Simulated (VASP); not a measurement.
Ir: single point with LDA

Ir:

```xyz
2
Lattice="2.8946 0.0000 0.0000 -1.4473 2.5068 0.0000 0.0000 0.0000 4.6056" Properties=species:S:1:pos:R:3 pbc="T T T"
Ir    1.4473    0.8356    3.4542
Ir    0.0000    1.6712    1.1514
```

| Quantity | Value |
| --- | --- |
| Program | VASP 6.6.1 |
| Task | single point |
| Functional | LDA |
| Potentials or basis | VASP PAW LDA potentials, release 64 (Ir) |
| Cutoff | 500 eV |
| k mesh | 18 × 18 × 10 |
| Occupations | gaussian, width 0.15 eV |
| Spin | no spin polarisation |

```json
{"Pressure": "-44.8 GPa", "Band gap on the k mesh": "zero (band 9 reaches 8.45 eV, above the bottom of band 10 at 5.88 eV)"}
```

Stress tensor (GPa, compression positive):
```
-45.43   0.00   0.00
  0.00 -45.43   0.00
  0.00   0.00 -43.49
```

Levels at points of the mesh, in eV from the Fermi level:
| k point | band 5 | band 6 | band 7 | band 8 | band 9 | band 10 | band 11 | band 12 | band 13 | band 14 |
| --- | --- | --- | --- | --- | --- | --- | --- | --- | --- | --- |
| (0.00, 0.00, 0.00) | -2.93 | -2.45 | -2.45 | -1.99 | -1.99 | -0.15 | 0.19 | 0.19 | 5.87 | 14.32 |
| (0.50, 0.00, 0.00) | -2.75 | -2.69 | -2.25 | 0.40 | 0.75 | 0.76 | 2.35 | 3.52 | 7.42 | 9.28 |
| (0.00, 0.00, 0.50) | -3.13 | -3.13 | -3.13 | -3.13 | -0.40 | -0.40 | -0.40 | -0.40 | 13.29 | 13.29 |
| (0.50, 0.00, 0.50) | -1.72 | -1.72 | -0.64 | -0.64 | 0.61 | 0.61 | 1.79 | 1.79 | 6.20 | 6.20 |

Run time: 66 s on 1 thread of Intel(R) Xeon(R) Platinum 8488C (Sapphire Rapids), with other jobs on the host, peak memory 0.21 GiB.

Caveat: spin-orbit coupling is left out, which moves the levels of the heavy elements.
